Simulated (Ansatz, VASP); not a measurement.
One calculation of As, two programs

```
As
1.0
     2.71653    0.00000    0.00000
     0.00000    2.71653    0.00000
     0.00000    0.00000    2.71653
As
1
Cartesian
  0.0000 0.0000 0.0000
```

Alike in both runs: task single point; functional RPBE; k mesh 13 × 13 × 13; occupations fermi-dirac, width 0.1 eV; no spin polarisation.

```csv
,VASP,Ansatz
version,VASP 6.6.1,Ansatz 0.2.0
potentials or method,"VASP PAW PBE potentials, release 64 (As), cutoff 520 eV","plane waves (420 eV) with PAW, scalar-relativistic"
valence electrons in the cell,5,15
```

```tsv
	VASP	Ansatz	Ansatz less VASP
pressure (GPa)	3.0	2.9	-0.12
```

VASP's potentials were made for PBE, not for RPBE. The functional is the same, so the differences come from potentials, cutoffs and numerics. VASP's potentials hold 5 valence electrons a cell and Ansatz's 15, so a difference there can come from the potentials and not from the codes.
